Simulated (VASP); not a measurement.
A run of VASP 6.6.1:

INCAR

```
ALGO     = Normal         # electronic algorithm
EDIFF    = 1E-7           # SCF threshold, eV
ENCUT    = 520            # plane-wave cutoff, eV
GGA      = PE             # functional
ISIF     = 2              # what is computed and relaxed
ISMEAR   = -1             # smearing method
ISPIN    = 2              # spin polarisation
IVDW     = 12             # dispersion correction
LASPH    = T              # aspherical terms in the spheres
LCHARG   = T              # write CHGCAR
LELF     = T              # ELF
LMAXMIX  = 4              # l up to which the mixer works
LORBIT   = 11             # projections on sites
LREAL    = Auto         
LVHAR    = T            
LWAVE    = F              # write WAVECAR
MAGMOM   = 0 0 0 0 0 0 0 0 0.8 0.8 0.8 0.8 0.8 0.8 0.8 0.8 0 0 0 # initial moments
NBANDS   = 79             # bands
NELM     = 150            # most SCF steps
PREC     = Accurate       # precision mode
SIGMA    = 0.15           # smearing width, eV
```

File KPOINTS:

```
k-points
0
Gamma
  3 3 1
```

POSCAR

```
Al8Ni8CO2
1.0
    5.7194230000      0.0000000000      0.0000000000
    0.0000000000      5.7194230000      0.0000000000
    0.0000000000      0.0000000000     17.2895670000
Al Ni C O
8 8 1 2
Direct
    0.2499902525      0.2499377997      0.1267874435
    0.2499377997      0.2502000639      0.3047733931
    0.2500252211      0.7500581789      0.1267296052
    0.2500951582      0.7497609462      0.3043396055
    0.7500057261      0.2499727682      0.1267758759
    0.7500232104      0.2502874853      0.3046635002
    0.7499882418      0.7500232104      0.1267180375
    0.7499008204      0.7495161662      0.3043222540
    0.0000000000      0.0000000000      0.0578383484
   -0.0000874214     -0.0001049057      0.2276228202
    0.0000000000      0.4999979893      0.0578383484
    0.0000174843      0.5000854107      0.2273336284
    0.4999979893      0.0000000000      0.0578383484
    0.5001028950      0.0000349686      0.2275881172
    0.4999979893      0.4999979893      0.0578383484
    0.4999805050      0.4999979893      0.2273162769
    0.8994963303      0.4044114240      0.4962993000
    0.8750183366      0.2015063408      0.5020021612
    0.9237295440      0.6072290859      0.5019963774
```

Potentials or basis: VASP PAW PBE potentials, release 64 (Al, Ni, C, O).

Launch:

```bash
$ cat potpaw_PBE.64/Al/POTCAR potpaw_PBE.64/Ni/POTCAR potpaw_PBE.64/C/POTCAR potpaw_PBE.64/O/POTCAR > POTCAR
$ mpirun -np 1 vasp_std > vasp.out
```

Hardware: 1 thread of Intel(R) Xeon(R) 6975P-C (Granite Rapids), with other jobs on the host.

Q: Estimate the wall time of this run.

A: Wall time 20 min on 1 thread of Intel(R) Xeon(R) 6975P-C (Granite Rapids), on a shared host, peak memory 1.1 GiB. Counts: scf iterations 38, k points 5.
